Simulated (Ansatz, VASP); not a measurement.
**Two plane-wave programs on CaSe**

File POSCAR:

```
CaSe
1.0
    0.0000000000      2.9560000000      2.9560000000
    2.9560000000      0.0000000000      2.9560000000
    2.9560000000      2.9560000000      0.0000000000
Ca Se
1 1
Direct
    0.0000000000      0.0000000000      0.0000000000
    0.5000000000      0.5000000000      0.5000000000
```

INCAR.step1

```
SYSTEM = CaSe
PREC = Accurate
ENCUT = 400
EDIFF = 1E-5
ISMEAR = 0
SIGMA = 0.01
LREAL = .False.
LASPH = .True.
NELM = 120
ALGO = Normal
ISIF = 2
LWAVE = .True.
LCHARG = .False.
NBANDS = 15
GGA = PE
GGA_COMPAT = .False.
```

The input INCAR.step2:

```
SYSTEM = CaSe
PREC = Accurate
ENCUT = 400
EDIFF = 1E-6
ISMEAR = 0
SIGMA = 0.01
LREAL = .False.
LASPH = .True.
NELM = 120
ALGO = Normal
ISIF = 2
LWAVE = .False.
LCHARG = .False.
GGA = PE
LHFCALC = .True.
HFSCREEN = 0.2079
PRECFOCK = Normal
NBANDS = 15
ISTART = 1
GGA_COMPAT = .False.
```

KPOINTS

```
regular mesh
0
Gamma
  2 2 2
  0 0 0
```

Input for Ansatz:

```yaml
crystal:
  lattice:
    - [0.0, 2.956, 2.956]
    - [2.956, 0.0, 2.956]
    - [2.956, 2.956, 0.0]
  atoms:
    - { symbol: Ca, position: [0.0, 0.0, 0.0] }
    - { symbol: Se, position: [0.5, 0.5, 0.5] }
accuracy: low
kpoints:
  mp_grid:
    grid: [2, 2, 2]
    shift: [0.0, 0.0, 0.0]
hamiltonian:
  xc: hse06
scf:
  convergence:
    dr2_threshold: 1.0e-08
  lower_state_search: light
  occupations:
    method: fixed
  eigensolver:
    kind: davidson
output:
  eigenvalues: true
```

Alike in both runs: task single point; functional HSE06; k mesh 2 × 2 × 2; no spin polarisation.

|  | VASP | Ansatz |
| --- | --- | --- |
| version | VASP 6.6.1 | Ansatz 0.2.0 |
| potentials or method | VASP PAW PBE potentials, release 64 (Ca_sv, Se) | plane waves, PAW |
| plane-wave cutoff (eV) | 400 | 420 |
| occupations | gaussian, width 0.01 eV | fixed |
| valence electrons in the cell | 16 | 26 |

Ansatz gave:

| Quantity | Value |
| --- | --- |
| gap on the k mesh at the Fermi level (eV) | 2.94 |

**Question.** What did VASP give for the same quantities?

**Answer.** gap on the k mesh at the Fermi level (eV): 3.00.

VASP's potentials hold 16 valence electrons a cell and Ansatz's 26, so a difference there can come from the potentials and not from the codes.

The k mesh is coarse, so the values compare programs but aren't converged.
